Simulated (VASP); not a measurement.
Here is a VASP 6.6.1 calculation.

File INCAR:

```
SYSTEM = P
PREC = Accurate ; ENCUT = 520
EDIFF = 1E-6 ; ISMEAR = 0
SIGMA = 0.1 ; LREAL = .False.
LASPH = .True. ; NELM = 60
ALGO = Normal ; ISIF = 2
LWAVE = .False. ; LCHARG = .False.
GGA = PE ; NBANDS = 18
```

The input KPOINTS:

```
regular mesh
0
Gamma
  6 6 6
  0 0 0
```

File POSCAR:

```
P
1.0
   -2.2997332800      2.2997332800      3.5585183900
    2.2997332800     -2.2997332800      3.5585183900
    2.2997332800      2.2997332800     -3.5585183900
P
4
Direct
    0.3750000000      0.6250000000      0.7500000000
    0.8750000000      0.6250000000      0.2500000000
    0.3750000000      0.1250000000      0.7500000000
    0.3750000000      0.6250000000      0.2500000000
```

Potentials or basis: VASP PAW PBE potentials, release 64 (P).

The run is started by

```bash
$ cat potpaw_PBE.64/P/POTCAR > POTCAR
$ mpirun -np 1 vasp_std > vasp.out
```

Question: What does it give for the pressure?

Answer: 5.4 GPa.

Question: What does it give for the band gap on the k mesh?

Answer: Zero (band 10 reaches 6.80 eV, above the bottom of band 11 at 6.25 eV).

Stress tensor (GPa, compression positive):
```
4.64 0.00 0.00
0.00 4.64 0.00
0.00 0.00 7.03
```
